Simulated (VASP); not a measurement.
AlN, 2 atoms in the cell. The structure is cubic, space group Fm-3m (No. 225). Conventional cell: a = 3.841 Å, b = 3.841 Å, c = 3.841 Å, α = 90.00°, β = 90.00°, γ = 90.00°. Al (site symmetry m-3m) has 6 N at 1.92 Å within 2.5 Å. N (site symmetry m-3m) has 6 Al at 1.92 Å within 2.5 Å.  This cell differs from its parent crystal: volume scaled by 0.840.

```yaml
Program: VASP 6.6.1
Task: single point
Functional: PBE
Potentials_or_basis: VASP PAW PBE potentials, release 64 (Al, N)
Cutoff: 520 eV
k_mesh: 10 × 10 × 10
Occupations: gaussian, width 0.05 eV
Spin: no spin polarisation
Dipole_correction: no
Further_INCAR_settings: ALGO = Normal; EDIFF = 1e-06; NBANDS = 11
```

Potentials or basis: VASP PAW PBE potentials, release 64 (Al, N).

Run with:

```console
$ cat potpaw_PBE.64/Al/POTCAR potpaw_PBE.64/N/POTCAR > POTCAR
$ mpirun -np 1 vasp_std > vasp.out
```

Hardware: 1 thread of Intel Xeon 6975P-C (shared host).

**Question.** How long does it take, and how much memory?

**Answer.** Wall time 7.9 s on 1 thread of Intel Xeon 6975P-C (shared host), peak memory 0.12 GiB. Counts: scf iterations 12, k points 47.
